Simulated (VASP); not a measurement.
Write the native input for VASP 6.6.1 that does the following.

```yaml
Task: single point
Functional: PBE
Potentials_or_basis: VASP PAW PBE potentials, release 64 (Na_pv, Cl)
Cutoff: 520 eV
k_mesh: 8 × 8 × 8
Occupations: gaussian, width 0.05 eV
Spin: no spin polarisation
Dipole_correction: no
Further_INCAR_settings: ALGO = Normal; EDIFF = 1e-06; NBANDS = 14
```

The structure of NaCl lies in POSCAR:

```
NaCl
1.0
    3.5068533744      0.0000000000      0.0000000000
    0.0000000000      3.5068533744      0.0000000000
    0.0000000000      0.0000000000      3.5068533744
Na Cl
1 1
Direct
    0.0000000000      0.0000000000      0.0000000000
    0.5000000000      0.5000000000      0.5000000000
```

These files were run (other wordings do the same):

INCAR

```
  PREC = Accurate
  ENCUT = 520
  EDIFF = 1E-6
  ISMEAR = 0
  SIGMA = 0.05
  LREAL = False
  LASPH = True
  NELM = 60
  ALGO = Normal
  ISIF = 2
  LWAVE = False
  LCHARG = True
  GGA = PE
  LELF = True
  LVHAR = True
  NBANDS = 14
```

KPOINTS

```
regular mesh
0
Gamma
  8 8 8
```

Potentials or basis: VASP PAW PBE potentials, release 64 (Na_pv, Cl).

Launch:

```console
$ cat potpaw_PBE.64/Na_pv/POTCAR potpaw_PBE.64/Cl/POTCAR > POTCAR
$ mpirun -np 1 vasp_std > vasp.out
```

Results of the run:

```
Pressure               : 0.0 GPa
Band gap on the k mesh : 3.97 eV, indirect (least direct gap 4.45 eV)
```

It took 16 s on 1 thread of Intel(R) Xeon(R) 6975P-C (Granite Rapids) (shared host), peak memory 0.15 GiB.
